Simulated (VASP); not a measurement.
Cu: single point with LDA

Crystal: Cu.

```
Cu
1.0
    -1.41919    1.41919    1.35006
     1.41919   -1.41919    1.35006
     1.41919    1.41919   -1.35006
Cu
1
Cartesian
  0.0000 0.0000 0.0000
```

```json
{"Program": "VASP 6.6.1", "Task": "single point", "Functional": "LDA", "Potentials or basis": "VASP PAW LDA potentials, release 64 (Cu)", "Cutoff": "520 eV", "k mesh": "15 × 15 × 15", "Occupations": "fermi-dirac, width 0.1 eV", "Spin": "no spin polarisation", "Dipole correction": "no", "Further INCAR settings": "ALGO = Normal; EDIFF = 1e-07; NBANDS = 12"}
```

* Pressure: 1.8 GPa

Levels at points of the mesh, in eV from the Fermi level:
```tsv
k point	band 4	band 5	band 6	band 7	band 8	band 9
(0.00, 0.00, 0.00)	-3.29	-2.34	-2.10	25.46	25.46	26.81
```

It took 46 s on 1 thread of AMD EPYC 7R43 64-Core Processor (Zen 3), with other jobs on the host, peak memory 0.1 GiB.
